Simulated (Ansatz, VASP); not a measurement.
Pt in VASP and in Ansatz

```
CELL_PARAMETERS angstrom
2.75431 0.00000 0.00000
0.00000 2.75431 0.00000
0.00000 0.00000 23.79040
ATOMIC_POSITIONS crystal
Pt 0.00000 0.00000 0.33627
Pt 0.50000 0.50000 0.41814
Pt 0.00000 0.00000 0.50000
Pt 0.50000 0.50000 0.58186
Pt 0.00000 0.00000 0.66373
```

Alike in both runs: task single point; functional LDA; k mesh 13 × 13 × 1; occupations fermi-dirac, width 0.1 eV; no spin polarisation.

|  | VASP | Ansatz |
| --- | --- | --- |
| version | VASP 6.6.1 | Ansatz 0.2.0 |
| potentials or method | VASP PAW LDA potentials, release 64 (Pt), cutoff 520 eV | all-electron LAPW, scalar-relativistic |

```csv
,VASP,Ansatz,Ansatz less VASP
rms of the force components (eV/Å),0.177,0.190,+0.0122
```

LDA's correlation is that of Perdew and Zunger in VASP and of Perdew and Wang (1992) in Ansatz. Atom by atom the forces differ by 0.015 eV/Å (rms over components). Ansatz ran all-electron here, and VASP with PAW potentials.

Neither program's run includes spin-orbit coupling.
